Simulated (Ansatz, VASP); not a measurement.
**InSb3: VASP beside Ansatz**

```
In Sb
1.0
     3.40420    1.96541    2.77975
    -3.40420    1.96541    2.77975
     0.00000   -3.93083    2.77975
In Sb
1 3
Cartesian
  0.0000 0.0000 4.1696
  0.0000 -1.9654 1.3899
  1.7021 0.9827 1.3899
  -1.7021 0.9827 1.3899
```

Alike in both runs: functional PBE; k mesh 12 × 12 × 12; occupations gaussian, width 0.1 eV; no spin polarisation.

Ansatz relaxed the structure, and its values are those at the end. VASP's run is a single point on that final structure, the one shown.

|  | VASP | Ansatz |
| --- | --- | --- |
| version | VASP 6.6.1 | Ansatz 0.2.0 |
| potentials or method | VASP PAW PBE potentials, release 64 (In_d, Sb), cutoff 520 eV | scalar-relativistic, plane waves, PAW |
| valence electrons in the cell | 28 | 58 |

Ansatz gave:

| Quantity | Value |
| --- | --- |
| gap on the k mesh at the Fermi level (eV) | none |
| pressure (GPa) | 0.0 |

Q: Which values does VASP return?

A: gap on the k mesh at the Fermi level (eV): none; pressure (GPa): -0.1.

A gap of «none» marks a metal or a gap that the smearing closes. With one functional, cell and mesh, what is left measures potentials, basis and numerics. VASP's potentials hold 28 valence electrons a cell and Ansatz's 58, so a difference there can come from the potentials and not from the codes.

Spin-orbit coupling is off throughout.
